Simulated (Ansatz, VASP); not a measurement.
One calculation of YZn, two programs

File INCAR:

```
PREC = Accurate
ENCUT = 520
EDIFF = 1E-6
ISMEAR = -1
SIGMA = 0.05
LREAL = False
LASPH = True
NELM = 80
ALGO = Normal
ISIF = 2
LWAVE = False
LCHARG = True
GGA = CA
LELF = True
LVHAR = True
NBANDS = 18
```

Contents of KPOINTS:

```
Automatic mesh
0
Gamma
  11 11 11
```

Contents of POSCAR:

```
YZn
1.0
    0.0000000000      2.1831474876      2.1831474876
    2.1831474876      0.0000000000      2.1831474876
    2.1831474876      2.1831474876      0.0000000000
Y Zn
1 1
Direct
    0.0000000000      0.0000000000      0.0000000000
    0.5000000000      0.5000000000      0.5000000000
```

Input for Ansatz:

```yaml
crystal:
  lattice:
    - [0.0, 2.1831474876, 2.1831474876]
    - [2.1831474876, 0.0, 2.1831474876]
    - [2.1831474876, 2.1831474876, 0.0]
  atoms:
    - { symbol: "Y", position: [0.0, 0.0, 0.0] }
    - { symbol: Zn, position: [0.5, 0.5, 0.5] }
kpoints:
  mp_grid: { grid: [11, 11, 11] }
  band_path:
    path:
      - [0.0, 0.0, 0.0]
      - [0.5, 0.0, 0.5]
      - [0.625, 0.25, 0.625]
      - [0.375, 0.375, 0.75]
      - [0.0, 0.0, 0.0]
      - [0.5, 0.5, 0.5]
      - [0.5, 0.25, 0.75]
      - [0.5, 0.0, 0.5]
    npoints: 6
scf:
  occupations: { method: fermi_dirac, width: 0.05 }
hamiltonian:
  xc: lda
  pseudopotentials: { kind: all_electron, lapw: { basis_error: 0.001 } }
output:
  forces: true
  stress: true
  eigenvalues: true
  populations: true
```

Change from the starting cell: volume scaled by 0.4, LAPW.

Alike in both runs: task single point; functional LDA; k mesh 11 × 11 × 11; occupations fermi-dirac, width 0.05 eV; no spin polarisation.

|  | VASP | Ansatz |
| --- | --- | --- |
| version | VASP 6.6.1 | Ansatz 0.2.0 |
| potentials or method | VASP PAW LDA potentials, release 64 (Y_sv, Zn), cutoff 520 eV | all-electron LAPW, scalar-relativistic |

|  | VASP | Ansatz | Ansatz less VASP |
| --- | --- | --- | --- |
| pressure (GPa) | 243.4 | 241.7 | -1.67 |

LDA's correlation is that of Perdew and Zunger in VASP and of Perdew and Wang (1992) in Ansatz. Both programs put the cell under a high pressure, so it lies far from rest at this level. Ansatz ran all-electron here, and VASP with PAW potentials.

Noted on VASP's run: the cell as given lies far from equilibrium.
